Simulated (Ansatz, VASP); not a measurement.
**Au: VASP beside Ansatz**

```
CELL_PARAMETERS angstrom
-1.65727 1.65727 1.65727
1.65727 -1.65727 1.65727
1.65727 1.65727 -1.65727
ATOMIC_POSITIONS crystal
Au 0.00000 0.00000 0.00000
```

Alike in both runs: functional PBEsol; k mesh 6 × 6 × 6; occupations fermi-dirac, width 0.05 eV; no spin polarisation.

```csv
,VASP,Ansatz
version,VASP 6.6.1,Ansatz 0.2.0
potentials or method,"VASP PAW PBE potentials, release 64 (Au)",Ansatz PAW
plane-wave cutoff (eV),520,420
valence electrons in the cell,11,19
task,single point,band structure
```

```tsv
	VASP	Ansatz	Ansatz less VASP
gap on the k mesh at the Fermi level (eV)	none	none	-
pressure (GPa)	-9.6	-9.4	+0.21
```

VASP's potentials were made for PBE, not for PBEsol. A gap of «none» marks a metal or a gap that the smearing closes. VASP's potentials hold 11 valence electrons a cell and Ansatz's 19, so a difference there can come from the potentials and not from the codes.

The k mesh is coarse, so the values compare programs but aren't converged. Neither program's run includes spin-orbit coupling.
